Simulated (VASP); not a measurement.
# W (Pm-3n) in VASP: a series of runs

Runs on W. Level: PBEsol. Tasks: single point.

Everything below comes from runs of VASP 6.6.1. Logs are shortened: lines on timing, memory, paths and dates and some standing lists are left out, and cuts for length are marked.

### Step 1. The cell of the first run

Symmetry: Pm-3n, No. 223, cubic system. Conventional cell: a = 5.032 Å, b = 5.032 Å, c = 5.032 Å, α = 90.00°, β = 90.00°, γ = 90.00°. Within 3.7 Å of W (site symmetry m-3) lie 12 W at 2.81 Å. W (site symmetry -4m2) has 14 W at 2.52 to 3.08 Å within 3.3 Å.

### Step 2. Single point, PBEsol

INCAR

```
  PREC = Accurate
  ENCUT = 520
  EDIFF = 1E-6
  ISMEAR = 0
  SIGMA = 0.15
  LREAL = False
  LASPH = True
  NELM = 100
  ALGO = Fast
  ISIF = 2
  LWAVE = False
  LCHARG = True
  GGA = PS
  LELF = True
  LVHAR = True
  NBANDS = 66
```

KPOINTS

```
regular mesh
0
Gamma
  8 8 8
```

POSCAR

```
W
1.0
    5.0320434148      0.0000000000      0.0000000000
    0.0000000000      5.0320434148      0.0000000000
    0.0000000000      0.0000000000      5.0320434148
W
8
Direct
    0.0000000000      0.0000000000      0.0000000000
    0.5000000000      0.5000000000      0.5000000000
    0.0000000000      0.5000000000      0.2500000000
    0.0000000000      0.5000000000      0.7500000000
    0.2500000000      0.0000000000      0.5000000000
    0.7500000000      0.0000000000      0.5000000000
    0.5000000000      0.7500000000      0.0000000000
    0.5000000000      0.2500000000      0.0000000000
```

Potentials or basis: VASP PAW PBE potentials, release 64 (W_sv).

On the command line:

```sh
$ cat potpaw_PBE.64/W_sv/POTCAR > POTCAR
$ mpirun -np 1 vasp_std > vasp.out
```

OUTCAR:

```text
PREC = Accurate
   ENCUT = 520
   EDIFF = 1E-6
   ISMEAR = 0
   LREAL = False
   LASPH = True
   NELM = 100
   ISIF = 2
   GGA = PS

 ion  position               nearest neighbor table
   1  0.000  0.000  0.000-   3 2.81   4 2.81   5 2.81   6 2.81   7 2.81   8 2.81   5 2.81   6 2.81
                             3 2.81   4 2.81   7 2.81   8 2.81
   2  0.500  0.500  0.500-   3 2.81   4 2.81   5 2.81   6 2.81   7 2.81   8 2.81   7 2.81   8 2.81
                             5 2.81   6 2.81   3 2.81   4 2.81
   3  0.000  0.500  0.250-   4 2.52   4 2.52   1 2.81   2 2.81   1 2.81   2 2.81   8 3.08   5 3.08
                             6 3.08   5 3.08   6 3.08   7 3.08   7 3.08   8 3.08
   4  0.000  0.500  0.750-   3 2.52   3 2.52   1 2.81   2 2.81   1 2.81   2 2.81   8 3.08   5 3.08
                             6 3.08   5 3.08   6 3.08   7 3.08   7 3.08   8 3.08
   5  0.250  0.000  0.500-   6 2.52   6 2.52   1 2.81   1 2.81   2 2.81   2 2.81   8 3.08   4 3.08
                             7 3.08   8 3.08   3 3.08   3 3.08   4 3.08   7 3.08
   6  0.750  0.000  0.500-   5 2.52   5 2.52   1 2.81   1 2.81   2 2.81   2 2.81   8 3.08   4 3.08
                             7 3.08   8 3.08   3 3.08   3 3.08   4 3.08   7 3.08
   7  0.500  0.750  0.000-   8 2.52   8 2.52   1 2.81   2 2.81   2 2.81   1 2.81   3 3.08   4 3.08
                             5 3.08   6 3.08   5 3.08   6 3.08   3 3.08   4 3.08
   8  0.500  0.250  0.000-   7 2.52   7 2.52   1 2.81   2 2.81   2 2.81   1 2.81   3 3.08   4 3.08
                             5 3.08   6 3.08   5 3.08   6 3.08   3 3.08   4 3.08

  LATTYP: Found a simple cubic cell.
 ALAT       =     5.0320434148

  Lattice vectors:

 A1 = (   5.0320434148,   0.0000000000,   0.0000000000)
 A2 = (   0.0000000000,   5.0320434148,   0.0000000000)
 A3 = (   0.0000000000,   0.0000000000,   5.0320434148)

Analysis of symmetry for initial positions (statically):
=====================================================================
 Subroutine PRICEL returns:
 Original cell was already a primitive cell.

 Routine SETGRP: Setting up the symmetry group for a
 simple cubic supercell.

 Subroutine GETGRP returns: Found 48 space group operations
 (whereof 24 operations were pure point group operations)
 out of a pool of 48 trial point group operations.

The static configuration has the point symmetry T_h .
 The point group associated with its full space group is O_h .

Analysis of symmetry for dynamics (positions and initial velocities):
=====================================================================
 Subroutine PRICEL returns:
 Original cell was already a primitive cell.

 Routine SETGRP: Setting up the symmetry group for a
 simple cubic supercell.

 Subroutine GETGRP returns: Found 48 space group operations
 (whereof 24 operations were pure point group operations)
 out of a pool of 48 trial point group operations.

The dynamic configuration has the point symmetry T_h .
 The point group associated with its full space group is O_h .

 Subroutine INISYM returns: Found 48 space group operations
 (whereof 24 operations are pure point group operations),
 and found     1 'primitive' translations

----------------------------------------------------------------------------------------

                                     Primitive cell

  volume of cell :     127.4187

  direct lattice vectors                    reciprocal lattice vectors
     5.032043415  0.000000000  0.000000000     0.198726425  0.000000000  0.000000000
     0.000000000  5.032043415  0.000000000     0.000000000  0.198726425  0.000000000
     0.000000000  0.000000000  5.032043415     0.000000000  0.000000000  0.198726425

  length of vectors
     5.032043415  5.032043415  5.032043415     0.198726425  0.198726425  0.198726425

  position of ions in fractional coordinates (direct lattice)
     0.000000000  0.000000000  0.000000000
     0.500000000  0.500000000  0.500000000
     0.000000000  0.500000000  0.250000000
     0.000000000  0.500000000  0.750000000
     0.250000000  0.000000000  0.500000000
     0.750000000  0.000000000  0.500000000
     0.500000000  0.750000000  0.000000000
     0.500000000  0.250000000  0.000000000

  ion indices of the primitive-cell ions
   primitive index   ion index
                 1           1
                 2           2
                 3           3
                 4           4
                 5           5
                 6           6
                 7           7
                 8           8

----------------------------------------------------------------------------------------

 KPOINTS: regular mesh

Automatic generation of k-mesh.
 Grid dimensions read from file:
 generate k-points for:    8    8    8

 Generating k-lattice:

  Cartesian coordinates                     Fractional coordinates (reciprocal lattice)
     0.024840803  0.000000000  0.000000000     0.125000000  0.000000000  0.000000000
     0.000000000  0.024840803  0.000000000     0.000000000  0.125000000  0.000000000
     0.000000000  0.000000000  0.024840803     0.000000000  0.000000000  0.125000000

  Length of vectors
     0.024840803  0.024840803  0.024840803

  Shift w.r.t. Gamma in fractional coordinates (k-lattice)
     0.000000000  0.000000000  0.000000000

 Subroutine IBZKPT returns following result:
 ===========================================

 Found     35 irreducible k-points:

 Following reciprocal coordinates:
            Coordinates               Weight
  0.000000  0.000000  0.000000      1.000000
  0.125000  0.000000  0.000000      6.000000
  0.250000  0.000000  0.000000      6.000000
  0.375000  0.000000  0.000000      6.000000
  0.500000  0.000000  0.000000      3.000000
  0.125000  0.125000  0.000000     12.000000
[... 16 lines left out ...]
  0.375000  0.375000  0.125000     24.000000
  0.500000  0.375000  0.125000     24.000000
 [... further k-points ...]
   k-points           NKPTS =     35   k-points in BZ     NKDIM =     35   number of bands    NBANDS=     66
   number of dos      NEDOS =    301   number of ions     NIONS =      8
   total plane-waves  NPLWV =  64000
   dimension x,y,z NGX =    40 NGY =   40 NGZ =   40
   dimension x,y,z NGXF=    80 NGYF=   80 NGZF=   80
   ions per type =               8
   NGX,Y,Z   is equivalent  to a cutoff of  13.21, 13.21, 13.21 a.u.
   NGXF,Y,Z  is equivalent  to a cutoff of  26.43, 26.43, 26.43 a.u.
 SYSTEM =  unknown system
   PREC   = accura    normal or accurate (medium, high low for compatibility)
   ISTART =      0    job   : 0-new  1-cont  2-samecut
   ICHARG =      2    charge: 1-file 2-atom 10-const
   ISPIN  =      1    spin polarized calculation?
   LNONCOLLINEAR =      F non collinear calculations
   LSORBIT =      F    spin-orbit coupling
   LASPH  =      T    aspherical Exc in radial PAW
   ENCUT  =  520.0 eV  38.22 Ry    6.18 a.u.   9.36  9.36  9.36*2*pi/ulx,y,z
   NELM   =    100;   NELMIN=  2; NELMDL= -5     # of ELM steps
   EDIFF  = 0.1E-05   stopping-criterion for ELM
   LREAL  =      F    real-space projection
   EDIFFG = 0.1E-04   stopping-criterion for IOM
   NSW    =      0    number of steps for IOM
   IBRION =     -1    ionic relax: 0-MD 1-quasi-New 2-CG
   NFREE  =      0    steps in history (QN), initial steepest desc. (CG)
   ISIF   =      2    stress and relaxation
   ISYM   =      2    0-nonsym 1-usesym 2-fastsym
   POTIM  = 0.5000    time-step for ionic-motion
   TEBEG  =    0.0;   TEEND  =   0.0 temperature during run
   PSTRESS=    0.0 pullay stress
   NELECT =     112.0000    total number of electrons
   NUPDOWN=      -1.0000    fix difference up-down
   EMIN   =  10.00;   EMAX   =-10.00  energy-range for DOS
   EFERMI =   0.00;   METHOD = LEGACY
   ISMEAR =     0;   SIGMA  =   0.15  broadening in eV -4-tet -1-fermi 0-gaus
   EFERMI_NEDOS =   21; number of points for ismear=-14 and -15
   IALGO  =     68    algorithm
   IMIX   =      4    mixing-type and parameters
     AMIX     =   0.40;   BMIX     =  1.00
     AMIX_MAG =   1.60;   BMIX_MAG =  1.00
  volume/ion in A,a.u.               =      15.93       107.48
  Fermi-wavevector in a.u.,A,eV,Ry     =   1.568206  2.963480 33.460403  2.459270
  Thomas-Fermi vector in A             =   2.670272
   LORBIT       =      0    0 simple, 1 ext, 2 COOP (PROOUT), +10 PAW based schemes
   GGA     = PS    functional components
   LHFCALC =     F    Hartree Fock is set to
   AEXX    =    0.0000 exact exchange contribution
   IVDW    =     0    specifies the selected vdW correction
   LEPSILON=     F    determine dielectric tensor
   LRPA    =     F    only Hartree local field effects (RPA)
 non-spin polarized calculation
 RMM-DIIS sequential band-by-band and
 Gauss-broadening in eV      SIGMA  =   0.15
  energy-cutoff  :      520.00
  volume of cell :      127.42
 maximum number of plane-waves:      3468
 NGX is ok and might be reduce to    40
   NGX = 19   NGY = 19   NGZ = 19

 number of electron     111.9999961 magnetization

 Free energy of the ion-electron system (eV)
  ---------------------------------------------------
  ext. energy  EPLUGINS =         0.00000000
  ---------------------------------------------------
  free energy    TOTEN  =      -109.69072143 eV

  energy without entropy =     -109.66664686  energy(sigma->0) =     -109.67868415

 E-fermi :  10.9757     XC(G=0): -13.7194

 val. band max:       10.9212973817   @ k =   0.3750   0.3750   0.1250
 cond. band min:      10.9934989228   @ k =   0.1250   0.1250   0.0000
 fundamental gap:      0.0722015411
 Fermi energy:        10.9756915083

 k-point     1 :       0.0000    0.0000    0.0000
  band No.  band energies     occupation
      1     -63.0020      2.00000
      2     -62.9513      2.00000
      3     -62.9513      2.00000
      4     -62.8009      2.00000
      5     -62.8009      2.00000
      6     -62.8009      2.00000
[... 58 lines left out ...]
     65      12.8353      0.00000
     66      13.9910      0.00000

 k-point     2 :       0.1250    0.0000    0.0000
  band No.  band energies     occupation
      1     -62.9984      2.00000
      2     -62.9524      2.00000
      3     -62.9471      2.00000
      4     -62.8074      2.00000
      5     -62.8009      2.00000
      6     -62.8009      2.00000
[... 1507 lines left out ...]
     65      13.7537      0.00000
     66      13.8452      0.00000

 k-point    24 :       0.5000    0.3750    0.1250
  band No.  band energies     occupation
      1     -62.9587      2.00000
      2     -62.9189      2.00000
      3     -62.8850      2.00000
      4     -62.8814      2.00000
      5     -62.8512      2.00000
      6     -62.8072      2.00000
[... 58 lines left out ...]
     65      13.4900      0.00000
     66      13.8570      0.00000

 [... further k-points ...]
[... 5 lines left out ...]
  --------------------------------------------------------------------------------------
  -------------------------------------------------------------------------------------
  Total        0.5950388      0.5950388      0.5950388      0.0000000      0.0000000     -0.0000000
  in kB        7.4820866      7.4820866      7.4820866      0.0000000      0.0000000     -0.0000000
  external PRESSURE =       7.4820866 kB  Pullay stress =       0.0000000 kB

 VOLUME and BASIS-vectors are now :
 -----------------------------------------------------------------------------
  energy-cutoff  :      520.00
  volume of cell :      127.42
      direct lattice vectors                 reciprocal lattice vectors
     5.032043415  0.000000000  0.000000000     0.198726425  0.000000000  0.000000000
     0.000000000  5.032043415  0.000000000     0.000000000  0.198726425  0.000000000
     0.000000000  0.000000000  5.032043415     0.000000000  0.000000000  0.198726425

 POSITION                                       TOTAL-FORCE (eV/Angst)
 -----------------------------------------------------------------------------------
      0.00000      0.00000      0.00000         0.000000      0.000000     -0.000000
      2.51602      2.51602      2.51602         0.000000      0.000000     -0.000000
      0.00000      2.51602      1.25801         0.000000      0.000000     -0.000000
      0.00000      2.51602      3.77403        -0.000000     -0.000000      0.000000
      1.25801      0.00000      2.51602        -0.000000     -0.000000     -0.000000
      3.77403      0.00000      2.51602         0.000000     -0.000000      0.000000
      2.51602      3.77403      0.00000        -0.000000      0.000000     -0.000000
      2.51602      1.25801      0.00000        -0.000000     -0.000000      0.000000
 -----------------------------------------------------------------------------------
    total drift:                                0.000000     -0.000000      0.000000

  FREE ENERGIE OF THE ION-ELECTRON SYSTEM (eV)
  ---------------------------------------------------
  free  energy   TOTEN  =      -109.6907214312 eV

  energy  without entropy=     -109.6666468593  energy(sigma->0) =     -109.67868415
```

Wall time 14 min (1 thread of AMD EPYC 7R13, shared host); peak memory 0.33 GiB.

What came out:

```
Free energy            : -109.6907 eV
Pressure               : 0.7 GPa
Band gap on the k mesh : zero (band 56 reaches 11.41 eV, above the bottom of band 57 at 10.48 eV)
```

Levels at points of the mesh, in eV from the Fermi level:
```csv
k point,band 54,band 55,band 56,band 57,band 58,band 59
"(0.00, 0.00, 0.00)",-1.51,-0.50,-0.50,-0.50,1.65,1.65
"(0.50, 0.00, 0.00)",-1.15,-0.94,-0.94,0.55,0.55,0.82
"(0.50, 0.50, 0.00)",-0.96,-0.96,0.29,0.29,0.32,0.58
"(0.50, 0.50, 0.50)",-1.38,-1.38,-1.38,1.37,1.37,1.37
```

Caveat: the PAW data sets were made with another functional, which shifts forces and pressure a little; spin-orbit coupling is left out, which moves the levels of the heavy elements.

[end of part 1 of 3]
